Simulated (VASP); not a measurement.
# Co (Fm-3m) in VASP: single point with r2SCAN

Aim: the single point of Co with r2SCAN.

Program: VASP 6.6.1. These are calculated values, not measurements. Logs are shortened: lines on timing, memory, paths and dates and some standing lists are left out, and cuts for length are marked.

## 1. The cell of the first run

The structure is cubic, space group Fm-3m (No. 225). The conventional cell has a = 3.420 Å, b = 3.420 Å, c = 3.420 Å, α = 90.00°, β = 90.00°, γ = 90.00°. Within 3.2 Å of Co (site symmetry m-3m) lie 12 Co at 2.42 Å.

This isn't the form of Co at room conditions, which is hcp.

## 2. Single point, r2SCAN, collinear spin, ferromagnetic start

Contents of POSCAR:

```
Co
1.0
    0.0000000000      1.7100000000      1.7100000000
    3.4200000000      0.0000000000      3.4200000000
    1.7100000000      1.7100000000      0.0000000000
Co
2
Direct
    0.0000000000      0.0000000000      0.0000000000
    0.0000000000      0.5000000000      0.0000000000
```

Contents of INCAR.step1:

```
SYSTEM = Co
  ALGO = Normal
  EDIFF = 1E-4
  ENCUT = 520
  GGA = PE
  ISMEAR = 0
  ISPIN = 2
  ISYM = 0
  LASPH = .TRUE.
  LCHARG = .FALSE.
  LMAXMIX = 4
  LREAL = .FALSE.
  LWAVE = .TRUE.
  MAGMOM = 3 3
  NBANDS = 20
  NELM = 150
  PREC = Accurate
  SIGMA = 0.1
```

Contents of INCAR.step2:

```
SYSTEM = Co
  ALGO = Normal
  EDIFF = 1E-7
  ENCUT = 520
  ISIF = 2
  ISMEAR = 0
  ISPIN = 2
  ISTART = 1
  ISYM = 0
  LASPH = .TRUE.
  LCHARG = .FALSE.
  LMAXMIX = 4
  LMIXTAU = .TRUE.
  LORBIT = 11
  LREAL = .FALSE.
  LWAVE = .FALSE.
  MAGMOM = 3 3
  METAGGA = R2SCAN
  NBANDS = 20
  NELM = 150
  PREC = Accurate
  SIGMA = 0.1
```

Contents of KPOINTS:

```
k-points
0
G
  13 7 13
  0 0 0
```

Potentials or basis: VASP PAW PBE potentials, release 64 (Co).

On the command line:

```
> cat potpaw_PBE.64/Co/POTCAR > POTCAR
> cp INCAR.step1 INCAR
> mpirun -np 1 vasp_std > vasp.out
> cp INCAR.step2 INCAR
> mpirun -np 1 vasp_std > vasp.out
```

OUTCAR:

```text
SYSTEM = Co
   EDIFF = 1E-7
   ENCUT = 520
   ISIF = 2
   ISMEAR = 0
   ISPIN = 2
   ISTART = 1
   ISYM = 0
   LASPH = .TRUE.
   LORBIT = 11
   LREAL = .FALSE.
   METAGGA = R2SCAN
   NELM = 150
   PREC = Accurate

 ion  position               nearest neighbor table
   1  0.000  0.000  0.000-   2 2.42   2 2.42   2 2.42   2 2.42   2 2.42   2 2.42
   2  0.000  0.500  0.000-   1 2.42   1 2.42   1 2.42   1 2.42   1 2.42   1 2.42

IMPORTANT INFORMATION: All symmetrisations will be switched off!
NOSYMM: (Re-)initialisation of all symmetry stuff for point group C_1.

----------------------------------------------------------------------------------------

                                     Primitive cell

  volume of cell :      20.0008

  direct lattice vectors                    reciprocal lattice vectors
     0.000000000  1.710000000  1.710000000    -0.292397661  0.292397661  0.292397661
     3.420000000  0.000000000  3.420000000     0.146198830 -0.146198830  0.146198830
     1.710000000  1.710000000  0.000000000     0.292397661  0.292397661 -0.292397661

  length of vectors
     2.418305192  4.836610383  2.418305192     0.506447605  0.253223802  0.506447605

  position of ions in fractional coordinates (direct lattice)
     0.000000000  0.000000000  0.000000000
     0.000000000  0.500000000  0.000000000

  ion indices of the primitive-cell ions
   primitive index   ion index
                 1           1
                 2           2

----------------------------------------------------------------------------------------

 KPOINTS: k-points

Automatic generation of k-mesh.
 Grid dimensions read from file:
 generate k-points for:   13    7   13

 Generating k-lattice:

  Cartesian coordinates                     Fractional coordinates (reciprocal lattice)
    -0.022492128  0.022492128  0.022492128     0.076923077  0.000000000  0.000000000
     0.020885547 -0.020885547  0.020885547     0.000000000  0.142857143  0.000000000
     0.022492128  0.022492128 -0.022492128     0.000000000  0.000000000  0.076923077

  Length of vectors
     0.038957508  0.036174829  0.038957508

  Shift w.r.t. Gamma in fractional coordinates (k-lattice)
     0.000000000  0.000000000  0.000000000

 -----------------------------------------------------------------------------
|                                                                             |
|           W    W    AA    RRRRR   N    N  II  N    N   GGGG   !!!           |
|           W    W   A  A   R    R  NN   N  II  NN   N  G    G  !!!           |
|           W    W  A    A  R    R  N N  N  II  N N  N  G       !!!           |
|           W WW W  AAAAAA  RRRRR   N  N N  II  N  N N  G  GGG   !            |
|           WW  WW  A    A  R   R   N   NN  II  N   NN  G    G                |
|           W    W  A    A  R    R  N    N  II  N    N   GGGG   !!!           |
|                                                                             |
|     Your reciprocal lattice and k-lattice belong to different lattice       |
|     classes:                                                                |
|                                                                             |
|        The reciprocal lattice is rhombohedral (trigonal),                   |
|        whereas your k-lattice is base-centered monoclinic.                  |
|                                                                             |
|     Results are often still useful ...                                      |
|                                                                             |
 -----------------------------------------------------------------------------

 WARNING: IBZKPT: internal override: KBLOWUP is changed to .FALSE.
      ... skipping the blow-up phase ...

 Subroutine IBZKPT returns following result:
 ===========================================

 Found    592 irreducible k-points:

 Following reciprocal coordinates:
            Coordinates               Weight
  0.000000  0.000000  0.000000      1.000000
  0.076923  0.000000  0.000000      2.000000
  0.153846  0.000000  0.000000      2.000000
  0.230769  0.000000  0.000000      2.000000
  0.307692  0.000000  0.000000      2.000000
  0.384615  0.000000  0.000000      2.000000
[... 16 lines left out ...]
  0.153846  0.285714  0.000000      2.000000
  0.230769  0.285714  0.000000      2.000000
 [... further k-points ...]
   k-points           NKPTS =    592   k-points in BZ     NKDIM =    592   number of bands    NBANDS=     20
   number of dos      NEDOS =    301   number of ions     NIONS =      2
   total plane-waves  NPLWV =  11664
   dimension x,y,z NGX =    18 NGY =   36 NGZ =   18
   dimension x,y,z NGXF=    36 NGYF=   72 NGZF=   36
   ions per type =               2
   NGX,Y,Z   is equivalent  to a cutoff of  12.37, 12.37, 12.37 a.u.
   NGXF,Y,Z  is equivalent  to a cutoff of  24.75, 24.75, 24.75 a.u.
 SYSTEM =  Co
   PREC   = accura    normal or accurate (medium, high low for compatibility)
   ISTART =      1    job   : 0-new  1-cont  2-samecut
   ICHARG =      0    charge: 1-file 2-atom 10-const
   ISPIN  =      2    spin polarized calculation?
   LNONCOLLINEAR =      F non collinear calculations
   LSORBIT =      F    spin-orbit coupling
   LASPH  =      T    aspherical Exc in radial PAW
   ENCUT  =  520.0 eV  38.22 Ry    6.18 a.u.   4.50  8.99  4.50*2*pi/ulx,y,z
   NELM   =    150;   NELMIN=  2; NELMDL=  0     # of ELM steps
   EDIFF  = 0.1E-06   stopping-criterion for ELM
   LREAL  =      F    real-space projection
   EDIFFG = 0.1E-05   stopping-criterion for IOM
   NSW    =      0    number of steps for IOM
   IBRION =     -1    ionic relax: 0-MD 1-quasi-New 2-CG
   NFREE  =      0    steps in history (QN), initial steepest desc. (CG)
   ISIF   =      2    stress and relaxation
   ISYM   =      0    0-nonsym 1-usesym 2-fastsym
   POTIM  = 0.5000    time-step for ionic-motion
   TEBEG  =    0.0;   TEEND  =   0.0 temperature during run
   PSTRESS=    0.0 pullay stress
   NELECT =      18.0000    total number of electrons
   NUPDOWN=      -1.0000    fix difference up-down
   EMIN   =  10.00;   EMAX   =-10.00  energy-range for DOS
   EFERMI =   0.00;   METHOD = LEGACY
   ISMEAR =     0;   SIGMA  =   0.10  broadening in eV -4-tet -1-fermi 0-gaus
   EFERMI_NEDOS =   21; number of points for ismear=-14 and -15
   IALGO  =     38    algorithm
   IMIX   =      4    mixing-type and parameters
     AMIX     =   0.40;   BMIX     =  1.00
     AMIX_MAG =   1.60;   BMIX_MAG =  1.00
  volume/ion in A,a.u.               =      10.00        67.49
  Fermi-wavevector in a.u.,A,eV,Ry     =   1.580579  2.986861 33.990485  2.498230
  Thomas-Fermi vector in A             =   2.680785
   LORBIT       =     11    0 simple, 1 ext, 2 COOP (PROOUT), +10 PAW based schemes
   METAGGA = R2SCAN    functional components
   LHFCALC =     F    Hartree Fock is set to
   AEXX    =    0.0000 exact exchange contribution
   IVDW    =     0    specifies the selected vdW correction
   LEPSILON=     F    determine dielectric tensor
   LRPA    =     F    only Hartree local field effects (RPA)
 spin polarized calculation
 Gauss-broadening in eV      SIGMA  =   0.10
  energy-cutoff  :      520.00
  volume of cell :       20.00
 maximum number of plane-waves:       557
 NGX is ok and might be reduce to    18
   NGX =  9   NGY = 17   NGZ =  9

 number of electron      18.0000008 magnetization       3.5898600

 Free energy of the ion-electron system (eV)
  ---------------------------------------------------
  ext. energy  EPLUGINS =         0.00000000
  ---------------------------------------------------
  free energy    TOTEN  =       -26.37208105 eV

  energy without entropy =      -26.36372139  energy(sigma->0) =      -26.36790122

 E-fermi :  11.8436     XC(G=0): -15.2279

 val. band max:       11.8419862592   @ k =   0.3077   0.2857   0.1538
 cond. band min:      11.8450246787   @ k =   0.3077  -0.1429   0.4615
 fundamental gap:      0.0030384195
 Fermi energy:        11.8436107664

 spin component 1

 k-point     1 :       0.0000    0.0000    0.0000
  band No.  band energies     occupation
      1       1.6158      1.00000
      2       5.4171      1.00000
      3       7.8022      1.00000
      4       7.8042      1.00000
      5       8.1210      1.00000
      6       8.1282      1.00000
[... 12 lines left out ...]
     19      41.2090      0.00000
     20      41.2098      0.00000

 k-point     2 :       0.0769    0.0000    0.0000
  band No.  band energies     occupation
      1       1.8742      1.00000
      2       5.5624      1.00000
      3       7.6664      1.00000
      4       7.9167      1.00000
      5       8.0559      1.00000
      6       8.1837      1.00000
[... 498 lines left out ...]
 k-point    24 :       0.2308    0.2857    0.0000
  band No.  band energies     occupation
      1       3.6837      1.00000
      2       6.5066      1.00000
      3       7.0008      1.00000
      4       7.4194      1.00000
      5       7.9550      1.00000
      6       8.3222      1.00000
[... 12 lines left out ...]
     19      36.0031      0.00000
     20      38.0979      0.00000

 [... further k-points ...]

 spin component 2

 k-point     1 :       0.0000    0.0000    0.0000
  band No.  band energies     occupation
      1       1.1817      1.00000
      2       6.4629      1.00000
      3      10.1837      1.00000
      4      10.1841      1.00000
      5      10.2041      1.00000
      6      10.4906      1.00000
[... 12 lines left out ...]
     19      42.1572      0.00000
     20      42.1624      0.00000

 k-point     2 :       0.0769    0.0000    0.0000
  band No.  band energies     occupation
      1       1.4459      1.00000
      2       6.6139      1.00000
      3      10.0791      1.00000
      4      10.1509      1.00000
      5      10.2563      1.00000
      6      10.2765      1.00000
[... 498 lines left out ...]
 k-point    24 :       0.2308    0.2857    0.0000
  band No.  band energies     occupation
      1       3.3559      1.00000
      2       7.6045      1.00000
      3       9.1036      1.00000
      4       9.2691      1.00000
      5       9.5758      1.00000
      6      10.7956      1.00000
[... 12 lines left out ...]
     19      36.4273      0.00000
     20      38.6492      0.00000

 [... further k-points ...]

------------------------ aborting loop because EDIFF is reached ----------------------------------------

  FORCE on cell =-STRESS in cart. coord.  units (eV):
  Direction    XX          YY          ZZ          XY          YZ          ZX
  --------------------------------------------------------------------------------------
  -------------------------------------------------------------------------------------
  Total        2.5652176      2.5815922      2.5653811      0.0094803      0.0095103     -0.0555046
  in kB      205.4880047    206.7996996    205.5010988      0.7594272      0.7618251     -4.4462254
  external PRESSURE =     205.9296010 kB  Pullay stress =       0.0000000 kB

 VOLUME and BASIS-vectors are now :
 -----------------------------------------------------------------------------
  energy-cutoff  :      520.00
  volume of cell :       20.00
      direct lattice vectors                 reciprocal lattice vectors
     0.000000000  1.710000000  1.710000000    -0.292397661  0.292397661  0.292397661
     3.420000000  0.000000000  3.420000000     0.146198830 -0.146198830  0.146198830
     1.710000000  1.710000000  0.000000000     0.292397661  0.292397661 -0.292397661

 POSITION                                       TOTAL-FORCE (eV/Angst)
 -----------------------------------------------------------------------------------
      0.00000      0.00000      0.00000        -0.000000     -0.000000      0.000000
      1.71000      0.00000      1.71000         0.000000      0.000000     -0.000000
 -----------------------------------------------------------------------------------
    total drift:                               -0.000001     -0.000000     -0.000000

  FREE ENERGIE OF THE ION-ELECTRON SYSTEM (eV)
  ---------------------------------------------------
  free  energy   TOTEN  =       -26.3720810470 eV

  energy  without entropy=      -26.3637213921  energy(sigma->0) =      -26.36790122

 total charge

# of ion       s       p       d       tot
------------------------------------------
    1        0.550   0.643   7.277   8.470
    2        0.550   0.643   7.277   8.470
--------------------------------------------------
tot          1.100   1.285  14.554  16.939

 magnetization (x)

# of ion       s       p       d       tot
------------------------------------------
    1       -0.002  -0.063   1.897   1.832
    2       -0.002  -0.063   1.897   1.832
--------------------------------------------------
tot         -0.004  -0.125   3.793   3.664
```

It took 44 min on 1 thread of Oxide Virtual Turin-like, shared host; peak memory 0.38 GiB.

Results:

```
Free energy                                           : -26.3721 eV
Pressure                                              : 20.6 GPa
Net moment                                            : 3.59 μB per cell
Site moments                                          : Co +1.83 μB
Valence electrons inside the program's atomic spheres : Co 8.47
```

Caveat: the cell stands under pressure; the PAW data sets were made with another functional, which shifts forces and pressure a little.
